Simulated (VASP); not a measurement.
# Co in VASP: single point with r2SCAN

Aim: the single point of Co with r2SCAN.

All numbers are computed with VASP 6.6.1; they aren't measurements. Logs are shortened: lines on timing, memory, paths and dates and some standing lists are left out, and cuts for length are marked.

## Step 1: The cell of the first run

The cell holds a single atom in a box, 1 atom: a = 14.000 Å, b = 14.400 Å, c = 14.800 Å, α = 90.00°, β = 90.00°, γ = 90.00°.

## Step 2: Single point, r2SCAN, collinear spin, ferromagnetic start

POSCAR

```
Co
1.0
   14.0000000000      0.0000000000      0.0000000000
    0.0000000000     14.4000000000      0.0000000000
    0.0000000000      0.0000000000     14.8000000000
Co
1
Direct
    0.5000000000      0.5000000000      0.5000000000
```

INCAR.step1

```
PREC = Accurate ; ENCUT = 580
ISMEAR = -1 ; SIGMA = 0.01
LREAL = False ; LASPH = True
NELM = 200 ; ISPIN = 2
MAGMOM = 3 ; LMAXMIX = 4
ISYM = 0 ; NBANDS = 14
GGA = PE ; ALGO = Normal
EDIFF = 1E-5 ; LWAVE = True
LCHARG = False ; GGA_COMPAT = False
```

INCAR.step2

```
PREC = Accurate ; ENCUT = 580
EDIFF = 1E-6 ; ISMEAR = -1
SIGMA = 0.01 ; LREAL = False
LASPH = True ; NELM = 200
ALGO = Normal ; ISIF = 2
LWAVE = False ; LCHARG = False
ISPIN = 2 ; MAGMOM = 3
LORBIT = 11 ; LMAXMIX = 4
METAGGA = R2SCAN ; LMIXTAU = True
ISYM = 0 ; NBANDS = 14
ISTART = 1 ; GGA_COMPAT = False
```

KPOINTS

```
regular mesh
0
Gamma
  1 1 1
```

Potentials or basis: VASP PAW PBE potentials, release 64 (Co).

On the command line:

```sh
cat potpaw_PBE.64/Co/POTCAR > POTCAR
cp INCAR.step1 INCAR
mpirun -np 1 vasp_gam > vasp.out
cp INCAR.step2 INCAR
mpirun -np 1 vasp_gam > vasp.out
```

OUTCAR:

```text
PREC = Accurate
   ENCUT = 580
   EDIFF = 1E-6
   ISMEAR = -1
   LREAL = False
   LASPH = True
   NELM = 200
   ISIF = 2
   ISPIN = 2
   LORBIT = 11
   METAGGA = R2SCAN
   ISYM = 0
   ISTART = 1

 ion  position               nearest neighbor table
   1  0.500  0.500  0.500-

IMPORTANT INFORMATION: All symmetrisations will be switched off!
NOSYMM: (Re-)initialisation of all symmetry stuff for point group C_1.

----------------------------------------------------------------------------------------

                                     Primitive cell

  volume of cell :    2983.6800

  direct lattice vectors                    reciprocal lattice vectors
    14.000000000  0.000000000  0.000000000     0.071428571  0.000000000  0.000000000
     0.000000000 14.400000000  0.000000000     0.000000000  0.069444444  0.000000000
     0.000000000  0.000000000 14.800000000     0.000000000  0.000000000  0.067567568

  length of vectors
    14.000000000 14.400000000 14.800000000     0.071428571  0.069444444  0.067567568

  position of ions in fractional coordinates (direct lattice)
     0.500000000  0.500000000  0.500000000

  ion indices of the primitive-cell ions
   primitive index   ion index
                 1           1

----------------------------------------------------------------------------------------

 KPOINTS: regular mesh

Automatic generation of k-mesh.
 Grid dimensions read from file:
 generate k-points for:    1    1    1

 Generating k-lattice:

  Cartesian coordinates                     Fractional coordinates (reciprocal lattice)
     0.071428571  0.000000000  0.000000000     1.000000000  0.000000000  0.000000000
     0.000000000  0.069444444  0.000000000     0.000000000  1.000000000  0.000000000
     0.000000000  0.000000000  0.067567568     0.000000000  0.000000000  1.000000000

  Length of vectors
     0.071428571  0.069444444  0.067567568

  Shift w.r.t. Gamma in fractional coordinates (k-lattice)
     0.000000000  0.000000000  0.000000000

 Subroutine IBZKPT returns following result:
 ===========================================

 Found      1 irreducible k-points:

 Following reciprocal coordinates:
            Coordinates               Weight
  0.000000  0.000000  0.000000      1.000000
   k-points           NKPTS =      1   k-points in BZ     NKDIM =      1   number of bands    NBANDS=     14
   number of dos      NEDOS =    301   number of ions     NIONS =      1
   total plane-waves  NPLWV = ******
   dimension x,y,z NGX =   112 NGY =  120 NGZ =  120
   dimension x,y,z NGXF=   224 NGYF=  240 NGZF=  240
   ions per type =               1
   NGX,Y,Z   is equivalent  to a cutoff of  13.30, 13.85, 13.48 a.u.
   NGXF,Y,Z  is equivalent  to a cutoff of  26.60, 27.71, 26.96 a.u.
 SYSTEM =  unknown system
   PREC   = accura    normal or accurate (medium, high low for compatibility)
   ISTART =      1    job   : 0-new  1-cont  2-samecut
   ICHARG =      0    charge: 1-file 2-atom 10-const
   ISPIN  =      2    spin polarized calculation?
   LNONCOLLINEAR =      F non collinear calculations
   LSORBIT =      F    spin-orbit coupling
   LASPH  =      T    aspherical Exc in radial PAW
   ENCUT  =  580.0 eV  42.63 Ry    6.53 a.u.  27.49 28.28 29.06*2*pi/ulx,y,z
   NELM   =    200;   NELMIN=  2; NELMDL=  0     # of ELM steps
   EDIFF  = 0.1E-05   stopping-criterion for ELM
   LREAL  =      F    real-space projection
   EDIFFG = 0.1E-04   stopping-criterion for IOM
   NSW    =      0    number of steps for IOM
   IBRION =     -1    ionic relax: 0-MD 1-quasi-New 2-CG
   NFREE  =      0    steps in history (QN), initial steepest desc. (CG)
   ISIF   =      2    stress and relaxation
   ISYM   =      0    0-nonsym 1-usesym 2-fastsym
   POTIM  = 0.5000    time-step for ionic-motion
   TEBEG  =    0.0;   TEEND  =   0.0 temperature during run
   PSTRESS=    0.0 pullay stress
   NELECT =       9.0000    total number of electrons
   NUPDOWN=      -1.0000    fix difference up-down
   EMIN   =  10.00;   EMAX   =-10.00  energy-range for DOS
   EFERMI =   0.00;   METHOD = LEGACY
   ISMEAR =    -1;   SIGMA  =   0.01  broadening in eV -4-tet -1-fermi 0-gaus
   EFERMI_NEDOS =   21; number of points for ismear=-14 and -15
   IALGO  =     38    algorithm
   IMIX   =      4    mixing-type and parameters
     AMIX     =   0.40;   BMIX     =  1.00
     AMIX_MAG =   1.60;   BMIX_MAG =  1.00
  volume/ion in A,a.u.               =    2983.68     20134.87
  Fermi-wavevector in a.u.,A,eV,Ry     =   0.236540  0.446996  0.761263  0.055951
  Thomas-Fermi vector in A             =   1.037066
   LORBIT       =     11    0 simple, 1 ext, 2 COOP (PROOUT), +10 PAW based schemes
   METAGGA = R2SCAN    functional components
   LHFCALC =     F    Hartree Fock is set to
   AEXX    =    0.0000 exact exchange contribution
   IVDW    =     0    specifies the selected vdW correction
   LEPSILON=     F    determine dielectric tensor
   LRPA    =     F    only Hartree local field effects (RPA)
 spin polarized calculation
  energy-cutoff  :      580.00
  volume of cell :     2983.68
 maximum number of plane-waves:     47305
 NGX is ok and might be reduce to   112
   NGX = 55   NGY = 57   NGZ = 59

 number of electron       8.9999998 magnetization       2.9999999

 Free energy of the ion-electron system (eV)
  ---------------------------------------------------
  ext. energy  EPLUGINS =         0.00000000
  ---------------------------------------------------
  free energy    TOTEN  =        -8.53476779 eV

  energy without entropy =       -8.53476779  energy(sigma->0) =       -8.53476779

 E-fermi :  -4.0518     XC(G=0):  -0.2095

 val. band max:       -4.3004085079   @ k =   0.0000   0.0000   0.0000
 cond. band min:      -3.4753587276   @ k =   0.0000   0.0000   0.0000
 fundamental gap:      0.8250497803
 Fermi energy:        -4.0518416013

 spin component 1

 k-point     1 :       0.0000    0.0000    0.0000
  band No.  band energies     occupation
      1      -7.2443      1.00000
      2      -7.2438      1.00000
      3      -6.4654      1.00000
      4      -6.0154      1.00000
      5      -6.0148      1.00000
      6      -5.2401      1.00000
      7      -0.9668      0.00000
      8      -0.9659      0.00000
      9      -0.5840      0.00000
     10       0.0731      0.00000
     11       0.7272      0.00000
     12       0.7645      0.00000
     13       0.8341      0.00000
     14       0.8554      0.00000
 Fermi energy:        -4.0518416013

 spin component 2

 k-point     1 :       0.0000    0.0000    0.0000
  band No.  band energies     occupation
      1      -4.6974      1.00000
      2      -4.6949      1.00000
      3      -4.3004      1.00000
      4      -3.4754      0.00000
      5      -1.9391      0.00000
      6      -1.9382      0.00000
      7      -0.3927      0.00000
      8       0.0257      0.00000
      9       0.0325      0.00000
     10       0.0788      0.00000
     11       0.7209      0.00000
     12       0.7540      0.00000
     13       0.8573      0.00000
     14       0.9413      0.00000

------------------------ aborting loop because EDIFF is reached ----------------------------------------

  FORCE on cell =-STRESS in cart. coord.  units (eV):
  Direction    XX          YY          ZZ          XY          YZ          ZX
  --------------------------------------------------------------------------------------
  -------------------------------------------------------------------------------------
  Total       -0.0094150     -0.0087088     -0.0127983      0.0009352     -0.0007513     -0.0000039
  in kB       -0.0050557     -0.0046764     -0.0068724      0.0005022     -0.0004034     -0.0000021
  external PRESSURE =      -0.0055348 kB  Pullay stress =       0.0000000 kB

 VOLUME and BASIS-vectors are now :
 -----------------------------------------------------------------------------
  energy-cutoff  :      580.00
  volume of cell :     2983.68
      direct lattice vectors                 reciprocal lattice vectors
    14.000000000  0.000000000  0.000000000     0.071428571  0.000000000  0.000000000
     0.000000000 14.400000000  0.000000000     0.000000000  0.069444444  0.000000000
     0.000000000  0.000000000 14.800000000     0.000000000  0.000000000  0.067567568

 POSITION                                       TOTAL-FORCE (eV/Angst)
 -----------------------------------------------------------------------------------
      7.00000      7.20000      7.40000        -0.000003      0.000033     -0.000004
 -----------------------------------------------------------------------------------
    total drift:                               -0.000003      0.000033     -0.000004

  FREE ENERGIE OF THE ION-ELECTRON SYSTEM (eV)
  ---------------------------------------------------
  free  energy   TOTEN  =        -8.5347677930 eV

  energy  without entropy=       -8.5347677930  energy(sigma->0) =       -8.53476779

 total charge

# of ion       s       p       d       tot
------------------------------------------
    1        0.480   0.000   7.165   7.645

 magnetization (x)

# of ion       s       p       d       tot
------------------------------------------
    1        0.251  -0.000   2.256   2.508
```

Run time: 32 min. Hardware: 1 thread of Intel Xeon 6975P-C (Granite Rapids), shared host; peak memory 4.7 GiB.

Results:

```yaml
Free_energy: -8.5348 eV
Pressure: 0.0 GPa
Band_gap_on_the_k_mesh: 0.82 eV
Net_moment: 3.00 μB per cell
Site_moments: Co +2.51 μB
Valence_electrons_inside_the_program's_atomic_spheres: Co 7.64
```

Levels at points of the mesh, in eV from the valence-band top:
Spin up:
| k point | band 4 | band 5 | band 6 | band 7 | band 8 | band 9 |
| --- | --- | --- | --- | --- | --- | --- |
| (0.00, 0.00, 0.00) | -1.71 | -1.71 | -0.94 | 3.33 | 3.33 | 3.72 |
Spin down:
| k point | band 1 | band 2 | band 3 | band 4 | band 5 | band 6 | band 7 |
| --- | --- | --- | --- | --- | --- | --- | --- |
| (0.00, 0.00, 0.00) | -0.40 | -0.39 | 0.00 | 0.82 | 2.36 | 2.36 | 3.91 |

Caveat: the PAW data sets were made with another functional, which shifts forces and pressure a little.
